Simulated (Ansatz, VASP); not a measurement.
**One calculation of BAs, two programs**

```
As B
1.0
     0.00000    2.38850    2.38850
     2.38850    0.00000    2.38850
     2.38850    2.38850    0.00000
As B
1 1
Direct
  0.75000 0.75000 0.75000
  0.00000 0.00000 0.00000
```

Alike in both runs: task single point; functional PBE; k mesh 5 × 5 × 5; occupations fermi-dirac, width 0.06 eV; no spin polarisation.

|  | VASP | Ansatz |
| --- | --- | --- |
| version | VASP 6.6.1 | Ansatz 0.2.0 |
| potentials or method | VASP PAW PBE potentials, release 64 (As, B), cutoff 520 eV | all-electron LAPW, scalar-relativistic |

VASP gave:

| Quantity | Value |
| --- | --- |
| gap on the k mesh at the Fermi level (eV) | 1.17 |
| least direct gap on the mesh (eV) | 3.27 |
| pressure (GPa) | 3.6 |

Estimate Ansatz's values.

gap on the k mesh at the Fermi level (eV): 1.18; least direct gap on the mesh (eV): 3.28; pressure (GPa): 2.9.

Ansatz ran all-electron here, and VASP with PAW potentials.

The k mesh is coarse, so the values compare programs but aren't converged.
